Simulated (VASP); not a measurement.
Input of a VASP 6.6.1 run:

POSCAR

```
MgO
1.0
   -0.0525541854      2.1021674158      2.1021674158
    2.1021674158     -0.0525541854      2.1021674158
    2.0496132304      2.0496132304      0.0000000000
Mg O
1 1
Direct
    0.0000000000      0.0000000000      0.0000000000
    0.5000000000      0.5000000000      0.5000000000
```

The input INCAR.step1:

```
SYSTEM = MgO
  PREC = Accurate
  ENCUT = 660
  ISMEAR = 0
  SIGMA = 0.01
  LREAL = .False.
  LASPH = .True.
  NELM = 120
  NBANDS = 15
  GGA = PE
  ALGO = Normal
  EDIFF = 1E-5
  LWAVE = .True.
  LCHARG = .False.
  GGA_COMPAT = .False.
```

The input INCAR.step2:

```
SYSTEM = MgO
  PREC = Accurate
  ENCUT = 660
  EDIFF = 1E-6
  ISMEAR = 0
  SIGMA = 0.01
  LREAL = .False.
  LASPH = .True.
  NELM = 120
  ALGO = Normal
  ISIF = 2
  LWAVE = .False.
  LCHARG = .False.
  METAGGA = R2SCAN
  LMIXTAU = .True.
  NBANDS = 15
  ISTART = 1
  GGA_COMPAT = .False.
```

The input KPOINTS:

```
Automatic mesh
0
Gamma
  10 10 10
  0 0 0
```

Potentials or basis: VASP PAW PBE potentials, release 64 (Mg_sv, O).

The run is started by

```bash
$ cat potpaw_PBE.64/Mg_sv/POTCAR potpaw_PBE.64/O/POTCAR > POTCAR
$ cp INCAR.step1 INCAR
$ mpirun -np 1 vasp_std > vasp.out
$ cp INCAR.step2 INCAR
$ mpirun -np 1 vasp_std > vasp.out
```

Question: What does it give for the pressure?

Answer: 0.0 GPa.

Question: Predict the band gap on the k mesh.

Answer: 5.49 eV, direct.

Stress tensor (GPa, compression positive):
```
 0.20  7.85  0.00
 7.85  0.20  0.00
 0.00  0.00 -0.47
```

Caveat: the cell differs from its parent crystal (shear xy strain -5.0%); the PAW data sets were made with another functional, which shifts forces and pressure a little.
